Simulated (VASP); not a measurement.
# BiTe (Fm-3m) in VASP: a series of runs, part 2 of 2

VASP 6.6.1. The steps go on from the part before.

**3. Electric field gradients, LDA (32.50 Å³/atom)**

This run uses another cell than the first one, of 32.50 Å³/atom.

File INCAR:

```
SYSTEM = BiTe
ALGO = Normal ; EDIFF = 1E-8
ENCUT = 520 ; ISIF = 2
ISMEAR = -1 ; LASPH = .True.
LCHARG = .False. ; LEFG = .True.
LREAL = .False. ; LWAVE = .False.
NBANDS = 18 ; NELM = 80
PREC = Accurate ; SIGMA = 0.08
```

File KPOINTS:

```
k-points
0
Gamma
  10 10 10
  0 0 0
```

File POSCAR:

```
BiTe
1.0
    0.0000000000      3.1912784242      3.1912784242
    3.1912784242      0.0000000000      3.1912784242
    3.1912784242      3.1912784242      0.0000000000
Bi Te
1 1
Direct
    0.0000000000      0.0000000000      0.0000000000
    0.5000000000      0.5000000000      0.5000000000
```

Potentials or basis: VASP PAW LDA potentials, release 64 (Bi_d, Te).

The run is started by

```bash
cat potpaw_LDA.64/Bi_d/POTCAR potpaw_LDA.64/Te/POTCAR > POTCAR
mpirun -np 1 vasp_std > vasp.out
```

OUTCAR:

```text
SYSTEM = BiTe
   EDIFF = 1E-8
   ENCUT = 520
   ISIF = 2
   ISMEAR = -1
   LASPH = .True.
   LREAL = .False.
   NELM = 80
   PREC = Accurate

 ion  position               nearest neighbor table
   1  0.000  0.000  0.000-   2 3.19   2 3.19   2 3.19   2 3.19   2 3.19   2 3.19
   2  0.500  0.500  0.500-   1 3.19   1 3.19   1 3.19   1 3.19   1 3.19   1 3.19

  LATTYP: Found a face centered cubic cell.
 ALAT       =     6.3825568484

  Lattice vectors:

 A1 = (   0.0000000000,   3.1912784242,   3.1912784242)
 A2 = (   3.1912784242,   0.0000000000,   3.1912784242)
 A3 = (   3.1912784242,   3.1912784242,   0.0000000000)

Analysis of symmetry for initial positions (statically):
=====================================================================
 Subroutine PRICEL returns:
 Original cell was already a primitive cell.

 Routine SETGRP: Setting up the symmetry group for a
 face centered cubic supercell.

 Subroutine GETGRP returns: Found 48 space group operations
[... 693 lines left out ...]
     0.000000000  3.191278424  3.191278424    -0.156677022  0.156677022  0.156677022
     3.191278424  0.000000000  3.191278424     0.156677022 -0.156677022  0.156677022
     3.191278424  3.191278424  0.000000000     0.156677022  0.156677022 -0.156677022

 POSITION                                       TOTAL-FORCE (eV/Angst)
 -----------------------------------------------------------------------------------
      0.00000      0.00000      0.00000        -0.000000      0.000000     -0.000000
      3.19128      3.19128      3.19128         0.000000     -0.000000      0.000000
 -----------------------------------------------------------------------------------
    total drift:                               -0.000000      0.000000      0.000000

  FREE ENERGIE OF THE ION-ELECTRON SYSTEM (eV)
  ---------------------------------------------------
  free  energy   TOTEN  =        -8.5318883003 eV

  energy  without entropy=       -8.5021931149  energy(sigma->0) =       -8.51704071

 Electric field gradients (V/A^2)
---------------------------------------------------------------------
 ion       V_xx      V_yy      V_zz      V_xy      V_xz      V_yz
---------------------------------------------------------------------
   1      -0.000    -0.000    -0.000    -0.001    -0.001    -0.001
   2      -0.000    -0.000     0.000    -0.000    -0.000    -0.000
---------------------------------------------------------------------

 Electric field gradients after diagonalization (V/A^2)
 (convention: |V_zz| > |V_xx| > |V_yy|)
----------------------------------------------------------------------
 ion       V_xx      V_yy      V_zz     asymmetry (V_yy - V_xx)/ V_zz
----------------------------------------------------------------------
   1       0.001     0.001    -0.002       0.000
   2       0.000     0.000    -0.000       0.000
----------------------------------------------------------------------

           NMR quadrupolar parameters

 Cq : quadrupolar parameter    Cq=e*Q*V_zz/h
 eta: asymmetry parameters     (V_yy - V_xx)/ V_zz
 Q  : nuclear electric quadrupole moment in mb (millibarn)
----------------------------------------------------------------------
 ion       Cq(MHz)       eta       Q (mb)
----------------------------------------------------------------------
   1      -0.000       0.000       1.000
   2      -0.000       0.000       1.000
----------------------------------------------------------------------
```

OSZICAR:

```text
N       E                     dE             d eps       ncg     rms          rms(c)
DAV:   1     0.160957390443E+03    0.16096E+03   -0.98785E+03  1700   0.114E+03
DAV:   2     0.424256632724E+01   -0.15671E+03   -0.15259E+03  1784   0.311E+02
DAV:   3    -0.819054025313E+01   -0.12433E+02   -0.12256E+02  2022   0.913E+01
DAV:   4    -0.854629991234E+01   -0.35576E+00   -0.35489E+00  2048   0.163E+01
DAV:   5    -0.856063042166E+01   -0.14331E-01   -0.14329E-01  2322   0.316E+00    0.679E+00
DAV:   6    -0.853409324461E+01    0.26537E-01   -0.68580E-02  2394   0.174E+00    0.422E+00
DAV:   7    -0.853251798757E+01    0.15753E-02   -0.20245E-02  2114   0.804E-01    0.389E-01
DAV:   8    -0.853185916585E+01    0.65882E-03   -0.40022E-03  2170   0.445E-01    0.955E-02
DAV:   9    -0.853188912743E+01   -0.29962E-04   -0.36958E-04  1854   0.108E-01    0.473E-02
DAV:  10    -0.853188848347E+01    0.64395E-06   -0.16072E-05  2218   0.222E-02    0.262E-02
DAV:  11    -0.853188838537E+01    0.98104E-07   -0.24230E-06  2102   0.791E-03    0.581E-03
DAV:  12    -0.853188829659E+01    0.88781E-07   -0.43214E-07  2166   0.484E-03    0.232E-03
DAV:  13    -0.853188830032E+01   -0.37267E-08   -0.33572E-08  1902   0.106E-03
   1 F= -.85318883E+01 E0= -.85170407E+01  d E =-.296952E-01
```

stdout:

```text
POSCAR found type information on POSCAR BiTe
 POSCAR found :  2 types and       2 ions
 scaLAPACK will be used
 LDA part: xc-table for (Slater(with rela. corr.)+CA(PZ))
 , standard interpolation
 POSCAR, INCAR and KPOINTS ok, starting setup
 FFT: planning ... GRIDC
 FFT: planning ... GRID_SOFT
 FFT: planning ... GRID
 WAVECAR not read
 entering main loop
ion   1

ion   2
```

Wall time 67 s (1 thread of Intel Xeon 8259CL, shared host); peak memory 0.2 GiB.

Results:

- Free energy: -8.5319 eV
- Pressure: -0.7 GPa
- Band gap on the k mesh: zero (an odd number of electrons rules out a gap without spin polarisation)
- Largest electric field gradient by atom: zero within the noise of the run

Caveat: spin-orbit coupling is left out, which moves the levels of the heavy elements.

**4. Electric field gradients, LDA (33.52 Å³/atom)**

This run uses another cell than the first one, of 33.52 Å³/atom.

File INCAR:

```
  PREC = Accurate
  ENCUT = 520
  EDIFF = 1E-8
  ISMEAR = -1
  SIGMA = 0.08
  LREAL = False
  LASPH = True
  NELM = 60
  ALGO = Normal
  ISIF = 2
  LWAVE = False
  LCHARG = False
  GGA = CA
  LEFG = True
  NBANDS = 18
```

File KPOINTS:

```
Automatic mesh
0
Gamma
  10 10 10
```

File POSCAR:

```
BiTe
1.0
    0.0000000000      3.2241805212      3.2241805212
    3.2241805212      0.0000000000      3.2241805212
    3.2241805212      3.2241805212      0.0000000000
Bi Te
1 1
Direct
    0.0000000000      0.0000000000      0.0000000000
    0.5000000000      0.5000000000      0.5000000000
```

Potentials or basis: VASP PAW LDA potentials, release 64 (Bi_d, Te).

The run is started by

```bash
cat potpaw_LDA.64/Bi_d/POTCAR potpaw_LDA.64/Te/POTCAR > POTCAR
mpirun -np 1 vasp_std > vasp.out
```

OUTCAR:

```text
PREC = Accurate
   ENCUT = 520
   EDIFF = 1E-8
   ISMEAR = -1
   LREAL = False
   LASPH = True
   NELM = 60
   ISIF = 2
   GGA = CA

 ion  position               nearest neighbor table
   1  0.000  0.000  0.000-   2 3.22   2 3.22   2 3.22   2 3.22   2 3.22   2 3.22
   2  0.500  0.500  0.500-   1 3.22   1 3.22   1 3.22   1 3.22   1 3.22   1 3.22

  LATTYP: Found a face centered cubic cell.
 ALAT       =     6.4483610424

  Lattice vectors:

 A1 = (   0.0000000000,   3.2241805212,   3.2241805212)
 A2 = (   3.2241805212,   0.0000000000,   3.2241805212)
 A3 = (   3.2241805212,   3.2241805212,   0.0000000000)

Analysis of symmetry for initial positions (statically):
[... 714 lines left out ...]
  free  energy   TOTEN  =        -8.5131059150 eV

  energy  without entropy=       -8.4828541923  energy(sigma->0) =       -8.49798005

 Electric field gradients (V/A^2)
---------------------------------------------------------------------
 ion       V_xx      V_yy      V_zz      V_xy      V_xz      V_yz
---------------------------------------------------------------------
   1       0.000    -0.000     0.000    -0.000    -0.000    -0.000
   2       0.000     0.000     0.000    -0.000    -0.000    -0.000
---------------------------------------------------------------------

 Electric field gradients after diagonalization (V/A^2)
 (convention: |V_zz| > |V_xx| > |V_yy|)
----------------------------------------------------------------------
 ion       V_xx      V_yy      V_zz     asymmetry (V_yy - V_xx)/ V_zz
----------------------------------------------------------------------
   1       0.000     0.000    -0.000       0.000
   2       0.000     0.000    -0.000       0.000
----------------------------------------------------------------------

           NMR quadrupolar parameters

 Cq : quadrupolar parameter    Cq=e*Q*V_zz/h
 eta: asymmetry parameters     (V_yy - V_xx)/ V_zz
 Q  : nuclear electric quadrupole moment in mb (millibarn)
----------------------------------------------------------------------
 ion       Cq(MHz)       eta       Q (mb)
----------------------------------------------------------------------
   1      -0.000       0.000       1.000
   2      -0.000       0.000       1.000
----------------------------------------------------------------------
```

Run time: 72 s. Hardware: 1 thread of Intel Xeon 8259CL, shared host; peak memory 0.21 GiB.

Results:

* Free energy: -8.5131 eV
* Pressure: -2.3 GPa
* Band gap on the k mesh: zero (an odd number of electrons rules out a gap without spin polarisation)
* Largest electric field gradient by atom: zero within the noise of the run

Caveat: spin-orbit coupling is left out, which moves the levels of the heavy elements.

**5. Electric field gradients, LDA (33.52 Å³/atom)**

This run uses another cell than the first one, of 33.52 Å³/atom.

File INCAR:

```
SYSTEM = BiTe
PREC = Accurate
ENCUT = 520
EDIFF = 1E-8
ISMEAR = -1
SIGMA = 0.08
LREAL = .FALSE.
LASPH = .TRUE.
NELM = 60
ALGO = Normal
ISIF = 2
LWAVE = .FALSE.
LCHARG = .FALSE.
LEFG = .TRUE.
NBANDS = 18
```

File KPOINTS:

```
Automatic mesh
0
G
  10 10 10
  0 0 0
```

POSCAR is that of step 4.

Potentials or basis: VASP PAW LDA potentials, release 64 (Bi_d, Te).

The run is started by

```bash
cat potpaw_LDA.64/Bi_d/POTCAR potpaw_LDA.64/Te/POTCAR > POTCAR
mpirun -np 1 vasp_std > vasp.out
```

OUTCAR:

```text
SYSTEM = BiTe
   PREC = Accurate
   ENCUT = 520
   EDIFF = 1E-8
   ISMEAR = -1
   LREAL = .FALSE.
   LASPH = .TRUE.
   NELM = 60
   ISIF = 2

 ion  position               nearest neighbor table
   1  0.000  0.000  0.000-   2 3.22   2 3.22   2 3.22   2 3.22   2 3.22   2 3.22
   2  0.500  0.500  0.500-   1 3.22   1 3.22   1 3.22   1 3.22   1 3.22   1 3.22

  LATTYP: Found a face centered cubic cell.
 ALAT       =     6.4483610424

  Lattice vectors:

 A1 = (   0.0000000000,   3.2241805212,   3.2241805212)
 A2 = (   3.2241805212,   0.0000000000,   3.2241805212)
 A3 = (   3.2241805212,   3.2241805212,   0.0000000000)

Analysis of symmetry for initial positions (statically):
=====================================================================
 Subroutine PRICEL returns:
 Original cell was already a primitive cell.

 Routine SETGRP: Setting up the symmetry group for a
 face centered cubic supercell.

 Subroutine GETGRP returns: Found 48 space group operations
 (whereof 48 operations were pure point group operations)
 out of a pool of 48 trial point group operations.

The static configuration has the point symmetry O_h .

Analysis of symmetry for dynamics (positions and initial velocities):
=====================================================================
 Subroutine PRICEL returns:
 Original cell was already a primitive cell.

 Routine SETGRP: Setting up the symmetry group for a
 face centered cubic supercell.

 Subroutine GETGRP returns: Found 48 space group operations
 (whereof 48 operations were pure point group operations)
 out of a pool of 48 trial point group operations.

The dynamic configuration has the point symmetry O_h .

 Subroutine INISYM returns: Found 48 space group operations
 (whereof 48 operations are pure point group operations),
 and found     1 'primitive' translations

----------------------------------------------------------------------------------------

                                     Primitive cell

  volume of cell :      67.0329

  direct lattice vectors                    reciprocal lattice vectors
     0.000000000  3.224180521  3.224180521    -0.155078165  0.155078165  0.155078165
     3.224180521  0.000000000  3.224180521     0.155078165 -0.155078165  0.155078165
     3.224180521  3.224180521  0.000000000     0.155078165  0.155078165 -0.155078165

  length of vectors
     4.559679821  4.559679821  4.559679821     0.268603262  0.268603262  0.268603262

  position of ions in fractional coordinates (direct lattice)
     0.000000000  0.000000000  0.000000000
     0.500000000  0.500000000  0.500000000

  ion indices of the primitive-cell ions
   primitive index   ion index
                 1           1
                 2           2

----------------------------------------------------------------------------------------

 KPOINTS: Automatic mesh

Automatic generation of k-mesh.
 Grid dimensions read from file:
 generate k-points for:   10   10   10

 Generating k-lattice:

[... 63 lines left out ...]
   EDIFFG = 0.1E-06   stopping-criterion for IOM
   NSW    =      0    number of steps for IOM
   IBRION =     -1    ionic relax: 0-MD 1-quasi-New 2-CG
   NFREE  =      0    steps in history (QN), initial steepest desc. (CG)
   ISIF   =      2    stress and relaxation
   ISYM   =      2    0-nonsym 1-usesym 2-fastsym
   POTIM  = 0.5000    time-step for ionic-motion
   TEBEG  =    0.0;   TEEND  =   0.0 temperature during run
   PSTRESS=    0.0 pullay stress
   NELECT =      21.0000    total number of electrons
   NUPDOWN=      -1.0000    fix difference up-down
   EMIN   =  10.00;   EMAX   =-10.00  energy-range for DOS
   EFERMI =   0.00;   METHOD = LEGACY
   ISMEAR =    -1;   SIGMA  =   0.08  broadening in eV -4-tet -1-fermi 0-gaus
   EFERMI_NEDOS =   21; number of points for ismear=-14 and -15
   IALGO  =     38    algorithm
   IMIX   =      4    mixing-type and parameters
     AMIX     =   0.40;   BMIX     =  1.00
     AMIX_MAG =   1.60;   BMIX_MAG =  1.00
  volume/ion in A,a.u.               =      33.52       226.18
  Fermi-wavevector in a.u.,A,eV,Ry     =   1.111865  2.101119 16.820106  1.236243
  Thomas-Fermi vector in A             =   2.248432
   LORBIT       =      0    0 simple, 1 ext, 2 COOP (PROOUT), +10 PAW based schemes
   GGA     = CA    functional components
   LHFCALC =     F    Hartree Fock is set to
   AEXX    =    0.0000 exact exchange contribution
   IVDW    =     0    specifies the selected vdW correction
   LEPSILON=     F    determine dielectric tensor
   LRPA    =     F    only Hartree local field effects (RPA)
 non-spin polarized calculation
  energy-cutoff  :      520.00
  volume of cell :       67.03
 maximum number of plane-waves:      1832
 NGX is ok and might be reduce to    36
   NGX = 17   NGY = 17   NGZ = 17

 number of electron      21.0000003 magnetization

 Free energy of the ion-electron system (eV)
  ---------------------------------------------------
  ext. energy  EPLUGINS =         0.00000000
  ---------------------------------------------------
  free energy    TOTEN  =        -8.51310591 eV

  energy without entropy =       -8.48285419  energy(sigma->0) =       -8.49798005

 E-fermi :   6.5448     XC(G=0):  -9.7196

 val. band max:        6.5258377090   @ k =  -0.2000   0.1000   0.0000
 cond. band min:       6.5467815012   @ k =   0.2000   0.2000   0.0000
 fundamental gap:      0.0209437922
 Fermi energy:         6.5448404807

 k-point     1 :       0.0000    0.0000    0.0000
  band No.  band energies     occupation
      1     -16.5215      2.00000
      2     -16.5215      2.00000
      3     -16.5136      2.00000
      4     -16.5136      2.00000
      5     -16.5136      2.00000
      6      -7.0419      2.00000
[... 481 lines left out ...]
      5     -16.5049      2.00000
      6      -5.7127      2.00000
[... 10 lines left out ...]
     17      15.5092      0.00000
     18      15.5903      0.00000

 [... further k-points ...]
[... 5 lines left out ...]
  --------------------------------------------------------------------------------------
  -------------------------------------------------------------------------------------
  Total       -0.9506911     -0.9506911     -0.9506911     -0.0000000      0.0000000      0.0000000
  in kB      -22.7228054    -22.7228054    -22.7228054     -0.0000000      0.0000000      0.0000000
  external PRESSURE =     -22.7228054 kB  Pullay stress =       0.0000000 kB

 VOLUME and BASIS-vectors are now :
 -----------------------------------------------------------------------------
  energy-cutoff  :      520.00
  volume of cell :       67.03
      direct lattice vectors                 reciprocal lattice vectors
     0.000000000  3.224180521  3.224180521    -0.155078165  0.155078165  0.155078165
     3.224180521  0.000000000  3.224180521     0.155078165 -0.155078165  0.155078165
     3.224180521  3.224180521  0.000000000     0.155078165  0.155078165 -0.155078165

 POSITION                                       TOTAL-FORCE (eV/Angst)
 -----------------------------------------------------------------------------------
      0.00000      0.00000      0.00000         0.000000     -0.000000     -0.000000
      3.22418      3.22418      3.22418        -0.000000      0.000000      0.000000
 -----------------------------------------------------------------------------------
    total drift:                               -0.000000      0.000000      0.000000

  FREE ENERGIE OF THE ION-ELECTRON SYSTEM (eV)
  ---------------------------------------------------
  free  energy   TOTEN  =        -8.5131059150 eV

  energy  without entropy=       -8.4828541923  energy(sigma->0) =       -8.49798005

 Electric field gradients (V/A^2)
---------------------------------------------------------------------
 ion       V_xx      V_yy      V_zz      V_xy      V_xz      V_yz
---------------------------------------------------------------------
   1       0.000    -0.000     0.000    -0.000    -0.000    -0.000
   2       0.000     0.000     0.000    -0.000    -0.000    -0.000
---------------------------------------------------------------------

 Electric field gradients after diagonalization (V/A^2)
 (convention: |V_zz| > |V_xx| > |V_yy|)
----------------------------------------------------------------------
 ion       V_xx      V_yy      V_zz     asymmetry (V_yy - V_xx)/ V_zz
----------------------------------------------------------------------
   1       0.000     0.000    -0.000       0.000
   2       0.000     0.000    -0.000       0.000
----------------------------------------------------------------------

           NMR quadrupolar parameters

 Cq : quadrupolar parameter    Cq=e*Q*V_zz/h
 eta: asymmetry parameters     (V_yy - V_xx)/ V_zz
 Q  : nuclear electric quadrupole moment in mb (millibarn)
----------------------------------------------------------------------
 ion       Cq(MHz)       eta       Q (mb)
----------------------------------------------------------------------
   1      -0.000       0.000       1.000
   2      -0.000       0.000       1.000
----------------------------------------------------------------------
```

Run time: 83 s. Hardware: 1 thread of Intel Xeon 8259CL, shared host; peak memory 0.21 GiB.

What came out:

```
Free energy                             : -8.5131 eV
Pressure                                : -2.3 GPa
Band gap on the k mesh                  : zero (an odd number of electrons rules out a gap without spin polarisation)
Largest electric field gradient by atom : zero within the noise of the run
```

Caveat: spin-orbit coupling is left out, which moves the levels of the heavy elements.

**6. Summary**

```csv
cell,gap on the mesh (eV),pressure (GPa)
"a = 4.635 Å, angles 60.0°, 2 atoms",none,-4.3
"a = 4.513 Å, angles 60.0°, 2 atoms",none,-0.7
"a = 4.560 Å, angles 60.0°, 2 atoms",none,-2.3
```

Alike in all rows: task electric field gradients; level LDA; potentials or basis VASP PAW LDA potentials, release 64 (Bi_d, Te); no spin polarisation; k mesh 10 × 10 × 10; cutoff (eV) 520; smearing fermi-dirac 0.08 eV.

Caveats: spin-orbit coupling is left out, which moves the levels of the heavy elements; the cell stands under tension (at least some runs).

Absolute energies hang on the potentials; compare differences alone.
